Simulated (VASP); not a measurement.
The system is Si3C2.

```
Si C
1.0
     4.01326    0.00000    0.00000
     0.00000    4.01326    0.00000
     0.00000    0.00000    4.01326
Si C
3 2
Direct
  0.50000 0.00000 0.00000
  0.00000 0.50000 0.00000
  0.00000 0.00000 0.50000
  0.50000 0.50000 0.50000
  0.00000 0.00000 0.00000
```

The cell was built from a structure type or drawn by symmetry, and may not be a known phase.

| Item | Value |
| --- | --- |
| Program | VASP 6.6.1 |
| Task | relaxation of cell and atoms |
| Functional | PBE |
| Potentials or basis | VASP PAW PBE potentials, release 64 (Si, C) |
| Cutoff | 600 eV |
| k mesh | 10 × 10 × 10 |
| Occupations | gaussian, width 0.1 eV |
| Spin | no spin polarisation |

At the start: pressure -3.3 GPa; volume 12.93 Å³/atom.

**Question.** Where does the relaxation end?

**Answer.** Over 3 steps the energy falls by 4.6 meV/atom and the volume is 12.50 Å³/atom (-3.3 %); space group Pm-3m (No. 221, to 0.1 Å) before and after.

Step by step:
```tsv
step	energy change (eV)	largest force (eV/Å)	pressure (GPa)	volume (Å³)
1	0.0000	0.0000	-3.35	64.64
2	-0.0225	0.0000	0.62	62.14
3	-0.0231	0.0000	0.00	62.49
```

Final structure:
```
CELL_PARAMETERS angstrom
3.96837 0.00000 0.00000
0.00000 3.96837 0.00000
0.00000 0.00000 3.96837
ATOMIC_POSITIONS crystal
Si 0.50000 0.00000 0.00000
Si 0.00000 0.50000 0.00000
Si 0.00000 0.00000 0.50000
C 0.50000 0.50000 0.50000
C 0.00000 0.00000 0.00000
```
